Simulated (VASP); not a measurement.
# Sb2Au (Fm-3m) in VASP: further runs, part 2 of 2

VASP 6.6.1. The steps go on from the part before.

## Step 4: Single point, LDA (volume scaled by 1.04)

The input, INCAR:

```
SYSTEM = Sb2Au
PREC     = Accurate       ! precision mode
ENCUT    = 520            ! plane-wave cutoff, eV
EDIFF    = 1E-6           ! SCF threshold, eV
ISMEAR   = -1             ! smearing method
SIGMA    = 0.08           ! smearing width, eV
LREAL    = .False.        ! projectors in reciprocal space
LASPH    = .True.         ! aspherical terms in the spheres
NELM     = 60             ! most SCF steps
ALGO     = Normal         ! electronic algorithm
ISIF     = 2              ! what is computed and relaxed
LWAVE    = .False.        ! write WAVECAR
LCHARG   = .True.         ! write CHGCAR
LELF     = .True.         ! ELF
LVHAR    = .True.       
NBANDS   = 18             ! bands
```

The input, KPOINTS:

```
Automatic mesh
0
Gamma
  9 9 9
  0 0 0
```

The input, POSCAR:

```
Sb2Au
1.0
    0.0000000000      3.3717944959      3.3717944959
    3.3717944959      0.0000000000      3.3717944959
    3.3717944959      3.3717944959      0.0000000000
Sb Au
2 1
Direct
    0.2500000000      0.2500000000      0.2500000000
    0.7500000000      0.7500000000      0.7500000000
    0.0000000000      0.0000000000      0.0000000000
```

Potentials or basis: VASP PAW LDA potentials, release 64 (Sb, Au).

The run is started by

```bash
$ cat potpaw_LDA.64/Sb/POTCAR potpaw_LDA.64/Au/POTCAR > POTCAR
$ mpirun -np 1 vasp_std > vasp.out
```

OUTCAR:

```text
SYSTEM = Sb2Au
   PREC = Accurate
   ENCUT = 520
   EDIFF = 1E-6
   ISMEAR = -1
   LREAL = .False.
   LASPH = .True.
   NELM = 60
   ISIF = 2

 ion  position               nearest neighbor table
   1  0.250  0.250  0.250-   3 2.92   3 2.92   3 2.92   3 2.92   2 3.37   2 3.37   2 3.37   2 3.37
                             2 3.37   2 3.37
   2  0.750  0.750  0.750-   3 2.92   3 2.92   3 2.92   3 2.92   1 3.37   1 3.37   1 3.37   1 3.37
                             1 3.37   1 3.37
   3  0.000  0.000  0.000-   2 2.92   2 2.92   2 2.92   1 2.92   2 2.92   1 2.92   1 2.92   1 2.92

  LATTYP: Found a face centered cubic cell.
 ALAT       =     6.7435889918

  Lattice vectors:

 A1 = (   0.0000000000,   3.3717944959,   3.3717944959)
 A2 = (   3.3717944959,   0.0000000000,   3.3717944959)
 A3 = (   3.3717944959,   3.3717944959,   0.0000000000)

Analysis of symmetry for initial positions (statically):
=====================================================================
 Subroutine PRICEL returns:
 Original cell was already a primitive cell.

 Routine SETGRP: Setting up the symmetry group for a
 face centered cubic supercell.

 Subroutine GETGRP returns: Found 48 space group operations
 (whereof 48 operations were pure point group operations)
 out of a pool of 48 trial point group operations.

The static configuration has the point symmetry O_h .

Analysis of symmetry for dynamics (positions and initial velocities):
=====================================================================
 Subroutine PRICEL returns:
 Original cell was already a primitive cell.

 Routine SETGRP: Setting up the symmetry group for a
 face centered cubic supercell.

 Subroutine GETGRP returns: Found 48 space group operations
 (whereof 48 operations were pure point group operations)
 out of a pool of 48 trial point group operations.

The dynamic configuration has the point symmetry O_h .

 Subroutine INISYM returns: Found 48 space group operations
 (whereof 48 operations are pure point group operations),
 and found     1 'primitive' translations

[... 117 lines left out ...]
  volume/ion in A,a.u.               =      25.56       172.46
  Fermi-wavevector in a.u.,A,eV,Ry     =   1.063188  2.009134 15.379607  1.130369
  Thomas-Fermi vector in A             =   2.198665
   LORBIT       =      0    0 simple, 1 ext, 2 COOP (PROOUT), +10 PAW based schemes
   GGA     = CA    functional components
   LHFCALC =     F    Hartree Fock is set to
   AEXX    =    0.0000 exact exchange contribution
   IVDW    =     0    specifies the selected vdW correction
   LEPSILON=     F    determine dielectric tensor
   LRPA    =     F    only Hartree local field effects (RPA)
 non-spin polarized calculation
  energy-cutoff  :      520.00
  volume of cell :       76.67
 maximum number of plane-waves:      2085
   NGX = 17   NGY = 17   NGZ = 17

 number of electron      21.0000001 magnetization

 Free energy of the ion-electron system (eV)
  ---------------------------------------------------
  ext. energy  EPLUGINS =         0.00000000
  ---------------------------------------------------
  free energy    TOTEN  =       -13.88515056 eV

  energy without entropy =      -13.86061031  energy(sigma->0) =      -13.87288043

 E-fermi :   8.0368     XC(G=0): -10.4716

 val. band max:        7.9796921847   @ k =  -0.1111   0.1111   0.0000
 cond. band min:       8.0675135093   @ k =   0.3333   0.1111   0.0000
 fundamental gap:      0.0878213246
 Fermi energy:         8.0367726934

 k-point     1 :       0.0000    0.0000    0.0000
  band No.  band energies     occupation
      1      -4.5840      2.00000
      2       1.1684      2.00000
      3       1.7267      2.00000
      4       1.7267      2.00000
      5       1.7267      2.00000
      6       2.9534      2.00000
[... 481 lines left out ...]
      5       2.5676      2.00000
      6       3.0574      2.00000
[... 10 lines left out ...]
     17      16.0489      0.00000
     18      16.0514      0.00000

 [... further k-points ...]

------------------------ aborting loop because EDIFF is reached ----------------------------------------

  FORCE on cell =-STRESS in cart. coord.  units (eV):
  Direction    XX          YY          ZZ          XY          YZ          ZX
  --------------------------------------------------------------------------------------
  -------------------------------------------------------------------------------------
  Total       -0.2785702     -0.2785702     -0.2785702     -0.0000000     -0.0000000      0.0000000
  in kB       -5.8214609     -5.8214609     -5.8214609     -0.0000000     -0.0000000      0.0000000
  external PRESSURE =      -5.8214609 kB  Pullay stress =       0.0000000 kB

 VOLUME and BASIS-vectors are now :
 -----------------------------------------------------------------------------
  energy-cutoff  :      520.00
  volume of cell :       76.67
      direct lattice vectors                 reciprocal lattice vectors
     0.000000000  3.371794496  3.371794496    -0.148288990  0.148288990  0.148288990
     3.371794496  0.000000000  3.371794496     0.148288990 -0.148288990  0.148288990
     3.371794496  3.371794496  0.000000000     0.148288990  0.148288990 -0.148288990

 POSITION                                       TOTAL-FORCE (eV/Angst)
 -----------------------------------------------------------------------------------
      1.68590      1.68590      1.68590        -0.000000      0.000000     -0.000000
      5.05769      5.05769      5.05769         0.000000     -0.000000      0.000000
      0.00000      0.00000      0.00000        -0.000000     -0.000000     -0.000000
 -----------------------------------------------------------------------------------
    total drift:                               -0.000000      0.000000      0.000000

  FREE ENERGIE OF THE ION-ELECTRON SYSTEM (eV)
  ---------------------------------------------------
  free  energy   TOTEN  =       -13.8851505571 eV

  energy  without entropy=      -13.8606103090  energy(sigma->0) =      -13.87288043
```

OSZICAR:

```text
N       E                     dE             d eps       ncg     rms          rms(c)
DAV:   1     0.105051718425E+03    0.10505E+03   -0.80004E+03  1260   0.952E+02
DAV:   2    -0.103139421500E+02   -0.11537E+03   -0.11130E+03  1614   0.187E+02
DAV:   3    -0.145318544287E+02   -0.42179E+01   -0.41854E+01  1434   0.394E+01
DAV:   4    -0.145678652074E+02   -0.36011E-01   -0.35986E-01  1480   0.412E+00
DAV:   5    -0.145684003900E+02   -0.53518E-03   -0.53517E-03  1462   0.499E-01    0.777E+00
DAV:   6    -0.139676150946E+02    0.60079E+00   -0.35636E+00  1338   0.168E+01    0.648E+00
DAV:   7    -0.139048101596E+02    0.62805E-01   -0.23851E-01  1312   0.461E+00    0.352E+00
DAV:   8    -0.138877043554E+02    0.17106E-01   -0.48157E-02  1380   0.137E+00    0.330E-01
DAV:   9    -0.138851766932E+02    0.25277E-02   -0.99787E-03  1344   0.967E-01    0.164E-01
DAV:  10    -0.138851645040E+02    0.12189E-04   -0.67668E-04  1374   0.160E-01    0.356E-02
DAV:  11    -0.138851514325E+02    0.13071E-04   -0.93459E-05  1408   0.919E-02    0.125E-02
DAV:  12    -0.138851505571E+02    0.87538E-06   -0.84326E-06  1322   0.230E-02
   1 F= -.13885151E+02 E0= -.13872880E+02  d E =-.245402E-01
```

stdout:

```text
POSCAR found type information on POSCAR SbAu
 POSCAR found :  2 types and       3 ions
 scaLAPACK will be used
 LDA part: xc-table for (Slater(with rela. corr.)+CA(PZ))
 , standard interpolation
 POSCAR, INCAR and KPOINTS ok, starting setup
 FFT: planning ... GRIDC
 FFT: planning ... GRID_SOFT
 FFT: planning ... GRID
 WAVECAR not read
 entering main loop
```

It took 15 s on 1 thread of Intel Xeon 6975P-C (Granite Rapids), shared host; peak memory 0.2 GiB.

Results:

```
Free energy : -13.8852 eV
Pressure    : -0.6 GPa
```

Caveat: spin-orbit coupling is left out, which moves the levels of the heavy elements.

## Step 5: The runs side by side

```tsv
cell	gap on the mesh (eV)	pressure (GPa)
a = 4.707 Å, angles 60.0°, 3 atoms	none	3.2
a = 4.722 Å, angles 60.0°, 3 atoms	none	2.1
a = 4.768 Å, angles 60.0°, 3 atoms	none	-0.6
```

Alike in all rows: task single point; level LDA; potentials or basis VASP PAW LDA potentials, release 64 (Sb, Au); no spin polarisation; k mesh 9 × 9 × 9; cutoff (eV) 520; smearing fermi-dirac 0.08 eV.

Caveats: spin-orbit coupling is left out, which moves the levels of the heavy elements.

Absolute energies hang on the potentials; compare differences alone.
